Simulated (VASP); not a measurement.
# Li8CaCl10 in VASP: further runs

The runs below take Li8CaCl10 through single point, with PBE.

Program: VASP 6.6.1. These are calculated values, not measurements. Logs are shortened: lines on timing, memory, paths and dates and some standing lists are left out, and cuts for length are marked.

### 1 The cell of the first run

The cell holds an amorphous packing of atoms, 19 atoms: a = 7.624 Å, b = 7.327 Å, c = 7.686 Å, α = 92.33°, β = 90.56°, γ = 92.88°.

### 2 Single point, PBE

INCAR reads:

```
  PREC = Accurate
  ENCUT = 520
  EDIFF = 1E-7
  ISMEAR = -1
  SIGMA = 0.1379
  LREAL = Auto
  LASPH = T
  NELM = 100
  ALGO = Normal
  ISIF = 2
  LWAVE = F
  LCHARG = T
  GGA = PE
  LELF = T
  LVHAR = T
  NBANDS = 67
  ISYM = 0
```

KPOINTS reads:

```
regular mesh
0
Gamma
  1 1 1
```

POSCAR reads:

```
Li8CaCl10
1.0
    7.6216650000     -0.1881850000     -0.0394400000
   -0.1881850000      7.3227830000     -0.1529230000
   -0.0394400000     -0.1529230000      7.6842230000
Li Cl Ca
8 10 1
Direct
    0.4403494854     -0.0413978166      0.5414986922
    0.8812116151      0.8183863292      0.3051646313
    0.6241499493      0.3066400151      0.1708613591
    0.1364406294      0.6405709158      0.1209414725
    0.3551191158      0.2402379256     -0.0978001547
    0.0039892475      0.2018541946      0.3399537578
    0.7378406212      0.7331873363      0.8901161043
    0.3946915371      0.4308374637      0.4603835146
   -0.1511440133      0.4844362823      0.2936694224
    0.7733354017      1.0338113096      0.4570127487
   -0.0043484855      0.6051146364      0.7783164858
    0.2178322093      0.9060385186      0.3271365798
   -0.0296802537      0.9726651305     -0.0140197284
    0.4906015173      0.7061869220      0.6350564717
    0.5546212063      1.0360045124      0.8875894386
    0.5603636451      0.4713770112     -0.0706922315
    0.2130138445      0.2078963412      0.6510190293
    0.2572616165      0.3907853701      0.2112807592
    0.8346592228      0.2324142120      0.8203376501
```

Potentials or basis: VASP PAW PBE potentials, release 64 (Li_sv, Cl, Ca_sv).

Started as:

```console
> cat potpaw_PBE.64/Li_sv/POTCAR potpaw_PBE.64/Cl/POTCAR potpaw_PBE.64/Ca_sv/POTCAR > POTCAR
> mpirun -np 1 vasp_gam > vasp.out
```

OUTCAR:

```text
PREC = Accurate
   ENCUT = 520
   EDIFF = 1E-7
   ISMEAR = -1
   LREAL = Auto
   LASPH = T
   NELM = 100
   ISIF = 2
   GGA = PE
   ISYM = 0

 ion  position               nearest neighbor table
   1  0.440  0.959  0.541-  14 2.06  12 2.36
   2  0.881  0.818  0.305-  10 2.13   9 2.44  12 2.62
   3  0.624  0.307  0.171-   9 2.27  16 2.32
   4  0.136  0.641  0.121-  18 2.22  12 2.51
   5  0.355  0.240  0.902-  15 2.19  17 2.20  16 2.25
   6  0.004  0.202  0.340-  10 2.31   9 2.47  18 2.55
   7  0.738  0.733  0.890-  16 2.32  11 2.37  13 2.51
   8  0.395  0.431  0.460-  18 2.18  14 2.45  17 2.60
   9  0.849  0.484  0.294-   3 2.27   2 2.44   6 2.47
  10  0.773  0.034  0.457-   2 2.13   6 2.31
  11  0.996  0.605  0.778-   7 2.37
  12  0.218  0.906  0.327-   1 2.36   4 2.51   2 2.62
  13  0.970  0.973  0.986-   7 2.51  19 2.58
  14  0.491  0.706  0.635-   1 2.06   8 2.45
  15  0.555  0.036  0.888-   5 2.19  19 2.58
  16  0.560  0.471  0.929-   5 2.25   3 2.32   7 2.32  19 2.90
  17  0.213  0.208  0.651-   5 2.20   8 2.60
  18  0.257  0.391  0.211-   8 2.18   4 2.22   6 2.55
  19  0.835  0.232  0.820-  15 2.58  13 2.58  16 2.90

IMPORTANT INFORMATION: All symmetrisations will be switched off!
NOSYMM: (Re-)initialisation of all symmetry stuff for point group C_1.

----------------------------------------------------------------------------------------

                                     Primitive cell

  volume of cell :     428.4063

  direct lattice vectors                    reciprocal lattice vectors
     7.621665000 -0.188185000 -0.039440000     0.131292453  0.003389509  0.000741325
    -0.188185000  7.322783000 -0.152923000     0.003389509  0.136704385  0.002737938
    -0.039440000 -0.152923000  7.684223000     0.000741325  0.002737938  0.130195067

  length of vectors
     7.624089879  7.326796701  7.685845697     0.131338290  0.136773806  0.130225963

  position of ions in fractional coordinates (direct lattice)
     0.440349485  0.958602183  0.541498692
     0.881211615  0.818386329  0.305164631
     0.624149949  0.306640015  0.170861359
     0.136440629  0.640570916  0.120941473
     0.355119116  0.240237926  0.902199845
     0.003989248  0.201854195  0.339953758
     0.737840621  0.733187336  0.890116104
     0.394691537  0.430837464  0.460383515
     0.848855987  0.484436282  0.293669422
     0.773335402  0.033811310  0.457012749
     0.995651514  0.605114636  0.778316486
     0.217832209  0.906038519  0.327136580
     0.970319746  0.972665130  0.985980272
     0.490601517  0.706186922  0.635056472
     0.554621206  0.036004512  0.887589439
     0.560363645  0.471377011  0.929307769
     0.213013844  0.207896341  0.651019029
     0.257261617  0.390785370  0.211280759
     0.834659223  0.232414212  0.820337650

  ion indices of the primitive-cell ions
   primitive index   ion index
                 1           1
                 2           2
                 3           3
                 4           4
                 5           5
                 6           6
                 7           7
                 8           8
                 9           9
                10          10
                11          11
                12          12
                13          13
                14          14
                15          15
                16          16
                17          17
                18          18
                19          19

----------------------------------------------------------------------------------------

 KPOINTS: regular mesh

Automatic generation of k-mesh.
 Grid dimensions read from file:
 generate k-points for:    1    1    1

 Generating k-lattice:

  Cartesian coordinates                     Fractional coordinates (reciprocal lattice)
     0.131292453  0.003389509  0.000741325     1.000000000 -0.000000000  0.000000000
     0.003389509  0.136704385  0.002737938    -0.000000000  1.000000000  0.000000000
     0.000741325  0.002737938  0.130195067    -0.000000000  0.000000000  1.000000000

  Length of vectors
     0.131338290  0.136773806  0.130225963

  Shift w.r.t. Gamma in fractional coordinates (k-lattice)
     0.000000000  0.000000000  0.000000000

 Subroutine IBZKPT returns following result:
 ===========================================

 Found      1 irreducible k-points:

 Following reciprocal coordinates:
            Coordinates               Weight
  0.000000  0.000000  0.000000      1.000000
   k-points           NKPTS =      1   k-points in BZ     NKDIM =      1   number of bands    NBANDS=     67
   number of dos      NEDOS =    301   number of ions     NIONS =     19
   total plane-waves  NPLWV = 194400
   dimension x,y,z NGX =    60 NGY =   54 NGZ =   60
   dimension x,y,z NGXF=   120 NGYF=  108 NGZF=  120
   ions per type =               8  10   1
   NGX,Y,Z   is equivalent  to a cutoff of  13.08, 12.25, 12.98 a.u.
   NGXF,Y,Z  is equivalent  to a cutoff of  26.17, 24.51, 25.96 a.u.
 SYSTEM =  unknown system
   PREC   = accura    normal or accurate (medium, high low for compatibility)
   ISTART =      0    job   : 0-new  1-cont  2-samecut
   ICHARG =      2    charge: 1-file 2-atom 10-const
   ISPIN  =      1    spin polarized calculation?
   LNONCOLLINEAR =      F non collinear calculations
   LSORBIT =      F    spin-orbit coupling
   LASPH  =      T    aspherical Exc in radial PAW
   ENCUT  =  520.0 eV  38.22 Ry    6.18 a.u.  14.18 13.62 14.29*2*pi/ulx,y,z
   NELM   =    100;   NELMIN=  2; NELMDL= -5     # of ELM steps
   EDIFF  = 0.1E-06   stopping-criterion for ELM
   LREAL  =      T    real-space projection
   EDIFFG = 0.1E-05   stopping-criterion for IOM
   NSW    =      0    number of steps for IOM
   IBRION =     -1    ionic relax: 0-MD 1-quasi-New 2-CG
   NFREE  =      0    steps in history (QN), initial steepest desc. (CG)
   ISIF   =      2    stress and relaxation
   ISYM   =      0    0-nonsym 1-usesym 2-fastsym
   POTIM  = 0.5000    time-step for ionic-motion
   TEBEG  =    0.0;   TEEND  =   0.0 temperature during run
   PSTRESS=    0.0 pullay stress
   NELECT =     104.0000    total number of electrons
   NUPDOWN=      -1.0000    fix difference up-down
   EMIN   =  10.00;   EMAX   =-10.00  energy-range for DOS
   EFERMI =   0.00;   METHOD = LEGACY
   ISMEAR =    -1;   SIGMA  =   0.14  broadening in eV -4-tet -1-fermi 0-gaus
   EFERMI_NEDOS =   21; number of points for ismear=-14 and -15
   IALGO  =     38    algorithm
   IMIX   =      4    mixing-type and parameters
     AMIX     =   0.40;   BMIX     =  1.00
     AMIX_MAG =   1.60;   BMIX_MAG =  1.00
  volume/ion in A,a.u.               =      22.55       152.16
  Fermi-wavevector in a.u.,A,eV,Ry     =   1.021255  1.929891 14.190344  1.042961
  Thomas-Fermi vector in A             =   2.154869
   LORBIT       =      0    0 simple, 1 ext, 2 COOP (PROOUT), +10 PAW based schemes
   GGA     = PE    functional components
   LHFCALC =     F    Hartree Fock is set to
   AEXX    =    0.0000 exact exchange contribution
   IVDW    =     0    specifies the selected vdW correction
   LEPSILON=     F    determine dielectric tensor
   LRPA    =     F    only Hartree local field effects (RPA)
 non-spin polarized calculation
  energy-cutoff  :      520.00
  volume of cell :      428.41
 maximum number of plane-waves:      5772
 NGX is ok and might be reduce to    60
   NGX = 29   NGY = 27   NGZ = 29

 number of electron     103.9999989 magnetization

 Free energy of the ion-electron system (eV)
  ---------------------------------------------------
  ext. energy  EPLUGINS =         0.00000000
  ---------------------------------------------------
  free energy    TOTEN  =       -66.61277549 eV

  energy without entropy =      -66.61276296  energy(sigma->0) =      -66.61276922

 E-fermi :   1.8384     XC(G=0):  -7.5731

 val. band max:       -0.0888772591   @ k =   0.0000   0.0000   0.0000
 cond. band min:       3.6867664460   @ k =   0.0000   0.0000   0.0000
 fundamental gap:      3.7756437051
 Fermi energy:         1.8384125480

 k-point     1 :       0.0000    0.0000    0.0000
  band No.  band energies     occupation
      1     -45.5279      2.00000
      2     -44.9612      2.00000
      3     -44.8670      2.00000
      4     -44.8215      2.00000
      5     -44.7855      2.00000
      6     -44.2154      2.00000
      7     -44.1035      2.00000
      8     -43.8382      2.00000
      9     -39.7879      2.00000
     10     -20.9053      2.00000
     11     -20.8035      2.00000
     12     -20.7496      2.00000
     13     -14.2417      2.00000
     14     -14.1585      2.00000
     15     -13.9274      2.00000
     16     -13.8493      2.00000
     17     -13.6165      2.00000
     18     -13.4717      2.00000
     19     -13.3039      2.00000
     20     -12.7604      2.00000
     21     -12.4320      2.00000
     22     -12.3478      2.00000
     23      -3.5369      2.00000
     24      -3.3534      2.00000
     25      -3.2812      2.00000
     26      -3.2134      2.00000
     27      -3.0876      2.00000
     28      -3.0075      2.00000
     29      -2.8218      2.00000
     30      -2.7436      2.00000
     31      -2.6858      2.00000
     32      -2.5444      2.00000
     33      -2.4317      2.00000
     34      -2.3331      2.00000
     35      -2.2625      2.00000
     36      -2.0724      2.00000
     37      -1.8874      2.00000
     38      -1.8567      2.00000
     39      -1.6365      2.00000
     40      -1.5408      2.00000
     41      -1.4267      2.00000
     42      -1.3073      2.00000
     43      -1.2764      2.00000
     44      -1.1228      2.00000
     45      -0.8965      2.00000
     46      -0.7767      2.00000
     47      -0.6656      2.00000
     48      -0.5910      2.00000
     49      -0.4710      2.00000
     50      -0.2510      2.00000
     51      -0.2323      2.00000
     52      -0.0889      2.00000
     53       3.6868      0.00000
     54       4.5290      0.00000
     55       5.0025      0.00000
     56       5.1210      0.00000
     57       5.4146      0.00000
     58       5.5947      0.00000
     59       5.8839      0.00000
     60       6.2005      0.00000
     61       6.2545      0.00000
     62       6.3295      0.00000
     63       6.5648      0.00000
     64       6.8017      0.00000
 [bands above 64 left out]

------------------------ aborting loop because EDIFF is reached ----------------------------------------

  FORCE on cell =-STRESS in cart. coord.  units (eV):
  Direction    XX          YY          ZZ          XY          YZ          ZX
  --------------------------------------------------------------------------------------
  -------------------------------------------------------------------------------------
  Total        2.9431219      5.9073649      4.8352180     -2.6792753     -0.8211586      0.4561103
  in kB       11.0068488     22.0926872     18.0830134    -10.0201008     -3.0710141      1.7057864
  external PRESSURE =      17.0608498 kB  Pullay stress =       0.0000000 kB

 VOLUME and BASIS-vectors are now :
 -----------------------------------------------------------------------------
  energy-cutoff  :      520.00
  volume of cell :      428.41
      direct lattice vectors                 reciprocal lattice vectors
     7.621665000 -0.188185000 -0.039440000     0.131292453  0.003389509  0.000741325
    -0.188185000  7.322783000 -0.152923000     0.003389509  0.136704385  0.002737938
    -0.039440000 -0.152923000  7.684223000     0.000741325  0.002737938  0.130195067

 POSITION                                       TOTAL-FORCE (eV/Angst)
 -----------------------------------------------------------------------------------
      3.15445      6.85396      3.99704        -0.496286      0.542265     -0.180963
      6.55026      5.78037      2.18505         0.548735     -0.518687     -0.033398
      4.69262      2.10187      1.24143        -0.284477      0.048649     -0.139034
      0.91459      4.64659      0.82600         0.025324      0.466828     -0.336618
      2.62581      1.55441      6.88196        -0.492837      0.193059      0.205932
     -0.02099      1.42540      2.58125         0.655802      0.043121      0.020056
      5.45049      5.09400      6.69863        -0.021611      0.130559     -0.634588
      2.90897      3.01025      3.45624        -0.299364      0.649904      1.161741
      6.36695      3.34277      2.14906        -0.136677      0.173173     -0.179887
      5.86972      0.03218      3.47612        -0.663038      1.008738      0.453617
      7.44395      4.12473      5.84895        -0.295170     -1.013764      0.489554
      1.47684      6.54370      2.36664        -0.459477     -0.457587     -0.408205
      7.17352      6.78924      7.38948        -0.147429      0.301708      0.919519
      3.58126      4.98181      4.75257         0.175859     -1.334554     -0.690374
      4.18535      0.02355      6.79306         0.077932     -0.295925      0.577057
      4.14555      3.20423      7.04682         0.815621     -0.287064      0.582819
      1.55872      1.38274      4.96238        -0.052564      0.255219     -0.415131
      1.87889      2.78091      1.55362         0.395418     -0.768861     -0.435049
      6.28540      1.41940      6.23520         0.654241      0.863219     -0.957049
 -----------------------------------------------------------------------------------
    total drift:                                0.002508     -0.000330     -0.001797

  FREE ENERGIE OF THE ION-ELECTRON SYSTEM (eV)
  ---------------------------------------------------
  free  energy   TOTEN  =       -66.6127754890 eV

  energy  without entropy=      -66.6127629578  energy(sigma->0) =      -66.61276922
```

Wall time 2.2 min (1 thread of Intel Xeon 6975P-C, shared host); peak memory 0.42 GiB.

What came out:

```yaml
Free_energy: -66.6128 eV
Largest_force: 1.513 eV/Å
Band_gap_on_the_k_mesh: 3.78 eV
```

Forces in eV/Å, atoms in the order of the input:
```
Li  -0.496  0.542 -0.181
Li   0.549 -0.519 -0.033
Li  -0.284  0.049 -0.139
Li   0.025  0.467 -0.337
Li  -0.493  0.193  0.206
Li   0.656  0.043  0.020
Li  -0.022  0.131 -0.635
Li  -0.299  0.650  1.162
Cl  -0.137  0.173 -0.180
Cl  -0.663  1.009  0.454
Cl  -0.295 -1.014  0.490
Cl  -0.459 -0.458 -0.408
Cl  -0.147  0.302  0.920
Cl   0.176 -1.335 -0.690
Cl   0.078 -0.296  0.577
Cl   0.816 -0.287  0.583
Cl  -0.053  0.255 -0.415
Cl   0.395 -0.769 -0.435
Ca   0.654  0.863 -0.957
```

Levels at points of the mesh, in eV from the valence-band top:
```tsv
k point	band 50	band 51	band 52	band 53	band 54	band 55
(0.00, 0.00, 0.00)	-0.16	-0.14	0.00	3.78	4.62	5.09
```

Caveat: the k points lie up to 0.86 Å⁻¹ apart; the cutoff is under 1.25 times the usual one of these potentials, so pressure, stress and relaxed cells hold a basis-set (Pulay) error.

### 3 Single point, PBE

INCAR reads:

```
SYSTEM = Li8CaCl10
ALGO     = Normal         ! electronic algorithm
EDIFF    = 1E-7           ! SCF threshold, eV
ENCUT    = 520            ! plane-wave cutoff, eV
GGA      = PE             ! functional
ISIF     = 2              ! what is computed and relaxed
ISMEAR   = -1             ! smearing method
ISYM     = 0            
LASPH    = .True.         ! aspherical terms in the spheres
LCHARG   = .False.        ! write CHGCAR
LREAL    = Auto         
LWAVE    = .False.        ! write WAVECAR
NBANDS   = 67             ! bands
NELM     = 60             ! most SCF steps
PREC     = Accurate       ! precision mode
SIGMA    = 0.0991         ! smearing width, eV
```

KPOINTS reads:

```
k-points
0
Gamma
  1 1 1
  0 0 0
```

POSCAR reads:

```
Li8CaCl10
1.0
    7.6216650000     -0.1881850000     -0.0394400000
   -0.1881850000      7.3227830000     -0.1529230000
   -0.0394400000     -0.1529230000      7.6842230000
Li Cl Ca
8 10 1
Direct
    0.3480019705      0.8711079820      0.4936861728
    0.7967181582      0.6572242866      0.5239135139
    0.6239543396      0.2722961900      0.1543329897
    0.1625275622      0.5525466990      0.1102340713
    0.3077332963      0.1533099476      0.8443575386
    0.0164418958      0.1672853311      0.3649095352
    0.7436319009      0.7118977565      0.9395474836
    0.3904360711      0.4325238792      0.4489206843
    0.8751873846      0.3974362646      0.2488467001
    0.7070245969      0.0468850461      0.4977576590
    1.0499075422      0.5042245002      0.8299716024
    0.1421726866      0.8420961107      0.3075490071
    0.9422422401      0.9491651678      0.9581403636
    0.5117521325      0.6842604453      0.6138885694
    0.5406610508     -0.0150290921      0.8816850289
    0.5606714471      0.4402959564      0.9246665877
    0.2096520856      0.2007581245      0.5890794961
    0.3037325477      0.3009972894      0.1764085478
    0.8257047000      0.2385338336      0.8135680215
```

Potentials or basis: VASP PAW PBE potentials, release 64 (Li_sv, Cl, Ca_sv).

Started as:

```console
> cat potpaw_PBE.64/Li_sv/POTCAR potpaw_PBE.64/Cl/POTCAR potpaw_PBE.64/Ca_sv/POTCAR > POTCAR
> mpirun -np 1 vasp_gam > vasp.out
```

Run time: 1.7 min. Hardware: 1 thread of Intel Xeon 6975P-C, shared host; peak memory 0.42 GiB.

It converged, with:

| Item | Value |
| --- | --- |
| Free energy | -66.4943 eV |
| Largest force | 1.790 eV/Å |
| Band gap on the k mesh | 4.04 eV |

Forces in eV/Å, atoms in the order of the input:
```
Li   0.220  0.911  0.194
Li   0.208  0.427 -0.382
Li  -0.755 -0.564  0.129
Li  -0.331  0.466  0.103
Li   0.178  0.013  0.885
Li  -0.051 -0.704 -0.260
Li  -0.320  0.198 -0.053
Li  -0.281 -0.164  0.337
Cl   0.010  0.760  0.273
Cl   0.692  0.653 -0.425
Cl  -0.067  0.995 -0.165
Cl  -0.380 -0.844 -0.236
Cl   0.598  0.306 -0.042
Cl   0.223 -1.575 -0.821
Cl  -0.308  0.475  0.851
Cl   0.893  0.395 -0.303
Cl   0.193 -0.080 -0.214
Cl  -0.039 -0.275  0.617
Ca  -0.683 -1.393 -0.488
```

Levels at points of the mesh, in eV from the valence-band top:
```tsv
k point	band 48	band 49	band 50	band 51	band 52	band 53	band 54	band 55	band 56	band 57
(0.00, 0.00, 0.00)	-0.49	-0.41	-0.19	-0.07	0.00	4.04	5.16	5.40	5.49	5.90
```

Caveat: the k points lie up to 0.86 Å⁻¹ apart; the cutoff is under 1.25 times the usual one of these potentials, so pressure, stress and relaxed cells hold a basis-set (Pulay) error.

(Continued in part 2 of 2.)
